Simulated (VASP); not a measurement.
**SiC: single point with r2SCAN**

Crystal: SiC.

```
Si C
1.0
     3.07536    0.00000    0.00000
    -1.53768    2.66334    0.00000
     0.00000    0.00000    4.84618
Si C
2 2
Direct
  0.33333 0.66667 0.99699
  0.66667 0.33333 0.49699
  0.33333 0.66667 0.37801
  0.66667 0.33333 0.87801
```

This cell differs from its parent crystal: uniaxial z strain -4.0%.

- Program: VASP 6.6.1
- Task: single point
- Functional: r2SCAN
- Potentials or basis: VASP PAW PBE potentials, release 64 (Si, C)
- Cutoff: 520 eV
- k mesh: 12 × 12 × 6
- Occupations: gaussian, width 0.01 eV
- Spin: no spin polarisation
- Dipole correction: no
- Further INCAR settings: ALGO = Normal; EDIFF = 1e-06; NBANDS = 16

```json
{"Pressure": "9.8 GPa", "Largest force": "0.004 eV/Å", "Band gap on the k mesh": "2.63 eV, indirect (least direct gap 4.22 eV)"}
```

Forces in eV/Å, atoms in the order of the input:
```
Si   0.000  0.000  0.004
Si   0.000  0.000  0.004
C    0.000  0.000 -0.004
C    0.000  0.000 -0.004
```

Stress tensor (GPa, compression positive):
```
 2.32  0.00  0.00
 0.00  2.32  0.00
 0.00  0.00 24.61
```

Levels at points of the mesh, in eV from the valence-band top:
```csv
k point,band 5,band 6,band 7,band 8,band 9,band 10,band 11,band 12
"(0.00, 0.00, 0.00)",-1.92,-0.31,-0.31,0.00,4.85,6.89,6.89,7.42
"(0.50, 0.00, 0.00)",-5.94,-4.03,-3.62,-1.46,2.76,4.86,7.54,7.56
"(0.00, 0.00, 0.50)",-1.19,-1.19,-1.19,-1.19,6.17,6.17,7.59,7.59
"(0.50, 0.00, 0.50)",-2.99,-2.99,-2.42,-2.42,3.72,3.72,5.96,5.96
```

Run time: 89 s on 1 thread of AMD EPYC 9R45 96-Core Processor (Zen 5), on a shared host, peak memory 0.15 GiB.

Caveat: the cell differs from its parent crystal (uniaxial z strain -4.0%); the PAW data sets were made with another functional, which shifts forces and pressure a little. A k mesh can miss the band edges.
